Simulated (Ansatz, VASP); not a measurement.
**One calculation of HfO2, two programs**

INCAR

```
ALGO     = Normal         # electronic algorithm
EDIFF    = 1E-6           # SCF threshold, eV
ENCUT    = 520            # plane-wave cutoff, eV
GGA      = PE             # functional
ISIF     = 2              # what is computed and relaxed
ISMEAR   = 0              # smearing method
LASPH    = True           # aspherical terms in the spheres
LCHARG   = False          # write CHGCAR
LREAL    = False          # projectors in reciprocal space
LWAVE    = False          # write WAVECAR
NBANDS   = 18             # bands
NELM     = 60             # most SCF steps
PREC     = Accurate       # precision mode
SIGMA    = 0.05           # smearing width, eV
```

File KPOINTS:

```
k-points
0
Gamma
  8 8 8
```

Contents of POSCAR:

```
HfO2
1.0
    0.2129181141      2.7041596991      2.7041596991
    2.7041596991      0.2129181141      2.7041596991
    2.7041596991      2.7041596991      0.2129181141
Hf O
1 2
Direct
    0.0000000000      0.0000000000      0.0000000000
    0.2500000000      0.2500000000      0.2500000000
    0.7500000000      0.7500000000      0.7500000000
```

Input for Ansatz:

```yaml
crystal:
  lattice:
    - [0.2129181141, 2.7041596991, 2.7041596991]
    - [2.7041596991, 0.2129181141, 2.7041596991]
    - [2.7041596991, 2.7041596991, 0.2129181141]
  atoms:
    - { symbol: Hf, position: [0.0, 0.0, 0.0] }
    - { symbol: O, position: [0.25, 0.25, 0.25] }
    - { symbol: O, position: [0.75, 0.75, 0.75] }
basis:
  ecutwfc: 520.0
kpoints:
  mp_grid: { grid: [8, 8, 8] }
hamiltonian:
  xc: pbe
  pseudopotentials: { kind: paw, azcp: { folder: soft_1 } }
scf:
  occupations: { method: gaussian, width: 0.05 }
output:
  forces: true
  stress: true
  eigenvalues: true
```

Alike in both runs: task single point; functional PBE; k mesh 8 × 8 × 8; occupations gaussian, width 0.05 eV; no spin polarisation.

|  | VASP | Ansatz |
| --- | --- | --- |
| version | VASP 6.6.1 | Ansatz 0.2.0 |
| potentials or method | VASP PAW PBE potentials, release 64 (Hf_pv, O), cutoff 520 eV | scalar-relativistic, plane waves, PAW |
| valence electrons in the cell | 22 | 38 |

|  | VASP | Ansatz | Ansatz less VASP |
| --- | --- | --- | --- |
| gap on the k mesh at the Fermi level (eV) | 3.73 | 3.73 | 0.000 |
| least direct gap on the mesh (eV) | 3.73 | 3.73 | 0.000 |
| pressure (GPa) | -11.4 | -8.2 | +3.19 |
| traceless stress, the component that is largest in VASP (GPa) | -2.77 | -3.06 | -0.286 |
| rms of the force components (eV/Å) | 0.074 | 0.110 | +0.0356 |

Atom by atom the forces differ by 0.036 eV/Å (rms over components). With one functional, cell and mesh, what is left measures potentials, basis and numerics. VASP's potentials hold 22 valence electrons a cell and Ansatz's 38, so a difference there can come from the potentials and not from the codes.

Neither program's run includes spin-orbit coupling.
